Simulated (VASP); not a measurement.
Write the native input for VASP 6.6.1 that does the following.

```
Task                   : electric field gradients
Functional             : r2SCAN
Potentials or basis    : VASP PAW PBE potentials, release 64 (Ti_sv)
Cutoff                 : 520 eV
k mesh                 : 18 × 18 × 18
Occupations            : fermi-dirac, width 0.05 eV
Spin                   : no spin polarisation
Dipole correction      : no
Further INCAR settings : ALGO = Normal; EDIFF = 1e-08; NBANDS = 12
```

Crystal: Ti.

```
CELL_PARAMETERS angstrom
-1.62582 1.62582 1.62582
1.62582 -1.62582 1.62582
1.62582 1.62582 -1.62582
ATOMIC_POSITIONS crystal
Ti 0.00000 0.00000 0.00000
```

This isn't the form of Ti at room conditions, which is hcp.

These files were run (other wordings do the same):

POSCAR

```
Ti
1.0
   -1.6258179727      1.6258179727      1.6258179727
    1.6258179727     -1.6258179727      1.6258179727
    1.6258179727      1.6258179727     -1.6258179727
Ti
1
Direct
    0.0000000000      0.0000000000      0.0000000000
```

INCAR.step1

```
ALGO = Normal ; EDIFF = 1E-4
ENCUT = 520 ; GGA = PE
ISMEAR = -1 ; LASPH = True
LCHARG = False ; LREAL = False
LWAVE = True ; NBANDS = 12
NELM = 60 ; PREC = Accurate
SIGMA = 0.05
```

INCAR.step2

```
ALGO = Normal ; EDIFF = 1E-8
ENCUT = 520 ; ISIF = 2
ISMEAR = -1 ; ISTART = 1
LASPH = True ; LCHARG = False
LEFG = True ; LMIXTAU = True
LREAL = False ; LWAVE = False
METAGGA = R2SCAN ; NBANDS = 12
NELM = 60 ; PREC = Accurate
SIGMA = 0.05
```

KPOINTS

```
k-points
0
Gamma
  18 18 18
```

Potentials or basis: VASP PAW PBE potentials, release 64 (Ti_sv).

Run with:

```bash
$ cat potpaw_PBE.64/Ti_sv/POTCAR > POTCAR
$ cp INCAR.step1 INCAR
$ mpirun -np 1 vasp_std > vasp.out
$ cp INCAR.step2 INCAR
$ mpirun -np 1 vasp_std > vasp.out
```

Results of the run:

| Item | Value |
| --- | --- |
| Pressure | 0.5 GPa |
| Band gap on the k mesh | zero (bands 6 and 7 overlap by 1.84 eV) |
| Largest electric field gradient by atom | under 0.05 V/Å² on every atom |

Caveat: the PAW data sets were made with another functional, which shifts forces and pressure a little.

It took 110 s on 1 thread of Intel(R) Xeon(R) Platinum 8488C (Sapphire Rapids), with other jobs on the host, peak memory 0.16 GiB.
